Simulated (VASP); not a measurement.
CoO:

```
CELL_PARAMETERS angstrom
2.57053 0.00000 0.00000
0.00000 2.57053 0.00000
0.00000 0.00000 2.57053
ATOMIC_POSITIONS crystal
Co 0.00000 0.00000 0.00000
O 0.50000 0.50000 0.50000
```

```yaml
Program: VASP 6.6.1
Task: relaxation of cell and atoms
Functional: BLYP
Potentials_or_basis: VASP PAW PBE potentials, release 64 (Co, O)
Cutoff: 600 eV
k_mesh: 7 × 7 × 7
Occupations: fermi-dirac, width 0.05 eV
Spin: collinear spin, ferromagnetic start
Starting_moments: "[2.0, 0.0] μB"
```

At the start: pressure 21.0 GPa; volume 8.49 Å³/atom.

How do energy, volume and symmetry change on relaxing?

Over 3 steps the energy falls by 51.1 meV/atom and the volume is 9.34 Å³/atom (+10.0 %); space group Pm-3m (No. 221, to 0.05 Å); moment 3.00 μB per cell.

The path:
```
step  energy change (eV)  largest force (eV/Å)  pressure (GPa)  volume (Å³)
   1              0.0000                0.0000           21.04        16.99
   2             -0.0655                0.0000           -9.11        19.88
   3             -0.1022                0.0000           -0.08        18.69
```

Final structure:
```
CELL_PARAMETERS angstrom
2.65380 0.00000 0.00000
0.00000 2.65380 0.00000
0.00000 0.00000 2.65380
ATOMIC_POSITIONS crystal
Co 0.00000 0.00000 0.00000
O 0.50000 0.50000 0.50000
```

Caveat: the PAW data sets were made with another functional, which shifts forces and pressure a little; a cell with one magnetic atom can't hold antiferromagnetic order, which such compounds often take.
